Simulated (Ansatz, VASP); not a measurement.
## TiAl: VASP beside Ansatz

Contents of POSCAR:

```
TiAl
1.0
    2.8685970537      0.0000000000      0.0000000000
   -1.4342985268      2.4842779217      0.0000000000
    0.0000000000      0.0000000000      4.6338675686
Ti Al
1 1
Direct
    0.0000000000      0.0000000000      0.0000000000
    0.3333333333      0.6666666667      0.5000000000
```

INCAR.step1

```
PREC = Accurate
ENCUT = 520
ISMEAR = 0
SIGMA = 0.15
LREAL = F
LASPH = T
NELM = 100
NBANDS = 14
GGA = PE
ALGO = Normal
EDIFF = 1E-4
LWAVE = T
LCHARG = F
```

File INCAR.step2:

```
PREC = Accurate
ENCUT = 520
EDIFF = 1E-6
ISMEAR = 0
SIGMA = 0.15
LREAL = F
LASPH = T
NELM = 100
ALGO = Normal
ISIF = 2
LWAVE = F
LCHARG = T
METAGGA = R2SCAN
LMIXTAU = T
LELF = T
LVHAR = T
NBANDS = 14
ISTART = 1
```

KPOINTS

```
Automatic mesh
0
Gamma
  24 24 14
```

Input for Ansatz:

```yaml
crystal:
  lattice:
    - [2.8685970543, 0.0, 0.0]
    - [-1.4342985271, 2.4842779222, 0.0]
    - [0.0, 0.0, 4.6338675649]
  atoms:
    - { symbol: Ti, position: [0.0, 0.0, 0.0] }
    - { symbol: Al, position: [0.3333333333, 0.6666666667, 0.5] }
basis:
  ecutwfc: 500
kpoints:
  mp_grid: { grid: [24, 24, 14] }
hamiltonian:
  xc: r2scan
scf:
  occupations: { method: gaussian, width: 0.15 }
output:
  forces: true
  stress: true
  eigenvalues: true
  write_density: true
  write_potential: true
  elf: true
  volumetric_format: npy
```

Alike in both runs: task single point; functional r2SCAN; k mesh 24 × 24 × 14; occupations gaussian, width 0.15 eV; no spin polarisation.

|  | VASP | Ansatz |
| --- | --- | --- |
| version | VASP 6.6.1 | Ansatz 0.2.0 |
| potentials or method | VASP PAW PBE potentials, release 64 (Ti_sv, Al), cutoff 520 eV | scalar-relativistic, plane waves, PAW |
| valence electrons in the cell | 15 | 15 |

Ansatz gave:

```
gap on the k mesh at the Fermi level (eV)                     : none
pressure (GPa)                                                : 0.0
traceless stress, the component that is largest in VASP (GPa) : -0.14
```

What did VASP give for the same quantities?

gap on the k mesh at the Fermi level (eV): none; pressure (GPa): 0.1; traceless stress, the component that is largest in VASP (GPa): -0.14.

VASP's potentials were made for PBE, not for r2SCAN. A gap of «none» marks a metal or a gap that the smearing closes.
